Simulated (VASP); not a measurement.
# BiTe (R-3m) in VASP: a series of runs, part 2 of 2

VASP 6.6.1. Earlier steps stand in the parts before.

**3. Single point, PBE0**

This run uses another cell than the first one, of 35.07 Å³/atom.

File POSCAR:

```
BiTe
1.0
    2.4545891627      1.4171577139      3.3609455389
   -2.4545891627      1.4171577139      3.3609455389
    0.0000000000     -2.8343154277      3.3609455389
Bi Te
1 1
Direct
    0.5000000000      0.5000000000      0.5000000000
    0.0000000000      0.0000000000      0.0000000000
```

File INCAR.step1:

```
SYSTEM = BiTe
PREC = Accurate ; ENCUT = 520
EDIFF = 1E-5 ; ISMEAR = -1
SIGMA = 0.05 ; LREAL = .FALSE.
LASPH = .TRUE. ; NELM = 80
ALGO = Normal ; ISIF = 2
LWAVE = .TRUE. ; LCHARG = .FALSE.
NBANDS = 18 ; GGA = PE
```

File INCAR.step2:

```
SYSTEM = BiTe
PREC = Accurate ; ENCUT = 520
EDIFF = 1E-6 ; ISMEAR = -1
SIGMA = 0.05 ; LREAL = .FALSE.
LASPH = .TRUE. ; NELM = 80
ALGO = Normal ; ISIF = 2
LWAVE = .FALSE. ; LCHARG = .FALSE.
GGA = PE ; LHFCALC = .TRUE.
AEXX = 0.25 ; PRECFOCK = Normal
NBANDS = 18 ; ISTART = 1
```

File KPOINTS:

```
regular mesh
0
G
  4 4 4
  0 0 0
```

Potentials or basis: VASP PAW PBE potentials, release 64 (Bi_d, Te).

The run is started by

```console
$ cat potpaw_PBE.64/Bi_d/POTCAR potpaw_PBE.64/Te/POTCAR > POTCAR
$ cp INCAR.step1 INCAR
$ mpirun -np 1 vasp_std > vasp.out
$ cp INCAR.step2 INCAR
$ mpirun -np 1 vasp_std > vasp.out
```

OUTCAR:

```text
SYSTEM = BiTe
   PREC = Accurate
   ENCUT = 520
   EDIFF = 1E-6
   ISMEAR = -1
   LREAL = .FALSE.
   LASPH = .TRUE.
   NELM = 80
   ISIF = 2
   GGA = PE
   LHFCALC = .TRUE.
   AEXX = 0.25
   PRECFOCK = Normal
   ISTART = 1

 ion  position               nearest neighbor table
   1  0.500  0.500  0.500-   2 3.30   2 3.30   2 3.30   2 3.30   2 3.30   2 3.30
   2  0.000  0.000  0.000-   1 3.30   1 3.30   1 3.30   1 3.30   1 3.30   1 3.30

  LATTYP: Found a trigonal (rhomboedric) cell.
 ALAT       =     4.3965098498
 COS(alpha) =     0.3765932224

  Lattice vectors:

 A1 = (   2.4545891627,   1.4171577139,   3.3609455389)
 A2 = (  -2.4545891627,   1.4171577139,   3.3609455389)
 A3 = (   0.0000000000,  -2.8343154277,   3.3609455389)

Analysis of symmetry for initial positions (statically):
=====================================================================
 Subroutine PRICEL returns:
 Original cell was already a primitive cell.

 Routine SETGRP: Setting up the symmetry group for a
 trigonal (rhombohedral) supercell.

 Subroutine GETGRP returns: Found 12 space group operations
 (whereof 12 operations were pure point group operations)
[... 157 lines left out ...]

  energy without entropy =       -9.66808549  energy(sigma->0) =       -9.67136931

 E-fermi :   6.2510     XC(G=0):  -7.3823

 val. band max:        5.6221135653   @ k =   0.2500   0.2500   0.2500
 cond. band min:       6.2512193304   @ k =  -0.2500   0.2500   0.0000
 fundamental gap:      0.6291057651
 Fermi energy:         6.2510363494

 k-point     1 :       0.0000    0.0000    0.0000
  band No.  band energies     occupation
      1     -19.7562      2.00000
      2     -19.7562      2.00000
      3     -19.7435      2.00000
      4     -19.7435      2.00000
      5     -19.7271      2.00000
      6      -9.0070      2.00000
[... 250 lines left out ...]
      5     -19.7295      2.00000
      6      -6.6767      2.00000
[... 10 lines left out ...]
     17      16.1672      0.00000
     18      17.0904      0.00000

------------------------ aborting loop because EDIFF is reached ----------------------------------------

  FORCE on cell =-STRESS in cart. coord.  units (eV):
  Direction    XX          YY          ZZ          XY          YZ          ZX
  --------------------------------------------------------------------------------------
  -------------------------------------------------------------------------------------
  Total       -1.8677873     -1.8677873     -1.3770713      0.0000000     -0.0000000      0.0000000
  in kB      -42.6607286    -42.6607286    -31.4526543      0.0000000     -0.0000000      0.0000000
  external PRESSURE =     -38.9247038 kB  Pullay stress =       0.0000000 kB

 VOLUME and BASIS-vectors are now :
 -----------------------------------------------------------------------------
  energy-cutoff  :      520.00
  volume of cell :       70.15
      direct lattice vectors                 reciprocal lattice vectors
     2.454589163  1.417157714  3.360945539     0.203700076  0.117606294  0.099178439
    -2.454589163  1.417157714  3.360945539    -0.203700076  0.117606294  0.099178439
     0.000000000 -2.834315428  3.360945539     0.000000000 -0.235212588  0.099178439

 POSITION                                       TOTAL-FORCE (eV/Angst)
 -----------------------------------------------------------------------------------
      0.00000      0.00000      5.04142         0.000000     -0.000000     -0.000000
      0.00000      0.00000      0.00000        -0.000000      0.000000      0.000000
 -----------------------------------------------------------------------------------
    total drift:                                0.000001     -0.000000      0.000001

  FREE ENERGIE OF THE ION-ELECTRON SYSTEM (eV)
  ---------------------------------------------------
  free  energy   TOTEN  =        -9.6746531402 eV

  energy  without entropy=       -9.6680854885  energy(sigma->0) =       -9.67136931
```

OUTCAR.step1:

```text
SYSTEM = BiTe
   PREC = Accurate
   ENCUT = 520
   EDIFF = 1E-5
   ISMEAR = -1
   LREAL = .FALSE.
[... 482 lines left out ...]
      0.00000      0.00000      5.04142         0.000000      0.000000      0.000000
      0.00000      0.00000      0.00000        -0.000000     -0.000000     -0.000000
 -----------------------------------------------------------------------------------
    total drift:                               -0.000000     -0.000000      0.000000

  FREE ENERGIE OF THE ION-ELECTRON SYSTEM (eV)
  ---------------------------------------------------
  free  energy   TOTEN  =        -7.2054896547 eV

  energy  without entropy=       -7.1945215110  energy(sigma->0) =       -7.20000558
```

Run time: 17 min. Hardware: 1 thread of Intel Xeon 6975P-C (Granite Rapids), shared host; peak memory 0.23 GiB.

Results:

- Free energy: -9.6747 eV
- Pressure: -3.9 GPa
- Band gap on the k mesh: zero (an odd number of electrons rules out a gap without spin polarisation)

Stress tensor (GPa, compression positive):
```
-4.27  0.00  0.00
 0.00 -4.27  0.00
 0.00  0.00 -3.15
```

Levels at points of the mesh, in eV from the Fermi level:
```
           k point  band 6  band 7  band 8  band 9  band 10  band 11  band 12  band 13  band 14  band 15
(0.00, 0.00, 0.00)  -15.26   -9.68   -3.79   -3.79    -2.44     2.31     3.06     3.06     4.70     4.70
(0.50, 0.00, 0.00)  -13.28  -12.92   -2.61   -2.60    -1.75    -1.40    -0.99     0.57     7.43     7.56
(0.50, 0.50, 0.00)  -13.36  -11.50   -6.71   -5.50    -4.25     2.98     3.56     4.16     5.15     8.90
(0.50, 0.50, 0.50)  -12.93  -12.48   -3.12   -3.12    -3.02    -2.13    -1.73    -1.73     8.67     9.23
```

Caveat: the k points lie up to 0.40 Å⁻¹ apart, too coarse for converged energies and pressures of a metal; the PAW data sets were made with another functional, which shifts forces and pressure a little; spin-orbit coupling is left out, which moves the levels of the heavy elements.
